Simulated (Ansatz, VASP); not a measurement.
## Zr: VASP beside Ansatz

```
Zr
1.0
     3.23200    0.00000    0.00000
    -1.61600    2.79899    0.00000
     0.00000    0.00000    5.14700
Zr
2
Cartesian
  0.0000 1.8660 1.2868
  1.6160 0.9330 3.8603
```

Alike in both runs: task relaxation of cell and atoms; functional BLYP; k mesh 11 × 11 × 6; occupations fermi-dirac, width 0.05 eV; collinear spin.

|  | VASP | Ansatz |
| --- | --- | --- |
| version | VASP 6.6.1 | Ansatz 0.2.0 |
| potentials or method | VASP PAW PBE potentials, release 64 (Zr_sv), cutoff 600 eV | plane waves (420 eV) with PAW, scalar-relativistic |
| valence electrons in the cell | 24 | 24 |

```csv
,VASP,Ansatz,Ansatz less VASP
net moment per atom (μB),0.00,0.00,0.000
relaxed volume (Å³/atom),24.18,24.16,-0.024
relaxed length of the cell vector where the two differ most in proportion (Å),5.225,5.221,-0.0041
```

VASP's potentials were made for PBE, not for BLYP. Ansatz's warnings: seeded moment not kept.
